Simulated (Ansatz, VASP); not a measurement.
**GaN in VASP and in Ansatz**

```
Ga N
1.0
     3.37080    0.00000    0.00000
    -1.68540    2.75396    0.00000
     0.00000    0.00000    5.16600
Ga N
2 2
Direct
  0.33333 0.66667 0.00000
  0.66667 0.33333 0.50000
  0.33333 0.66667 0.37500
  0.66667 0.33333 0.87500
```

Change from the starting cell: strain +0.0600 x Voigt [1, 0, 0, 0, 0, 0], atoms carried along.

Alike in both runs: task single point; functional PBE; k mesh 12 × 12 × 6; occupations gaussian, width 0.05 eV; no spin polarisation.

|  | VASP | Ansatz |
| --- | --- | --- |
| version | VASP 6.6.1 | Ansatz 0.2.0 |
| potentials or method | VASP PAW PBE potentials, release 64 (Ga_d, N), cutoff 520 eV | scalar-relativistic, plane waves, PAW |
| valence electrons in the cell | 36 | 36 |

|  | VASP | Ansatz | Ansatz less VASP |
| --- | --- | --- | --- |
| gap on the k mesh at the Fermi level (eV) | 1.51 | 1.51 | -0.003 |
| least direct gap on the mesh (eV) | 1.51 | 1.51 | -0.003 |
| pressure (GPa) | -2.3 | -2.5 | -0.19 |
| traceless stress, the component that is largest in VASP (GPa) | -11.14 | -11.18 | -0.033 |
| rms of the force components (eV/Å) | 0.303 | 0.308 | +0.0050 |

Atom by atom the forces differ by 0.005 eV/Å (rms over components).
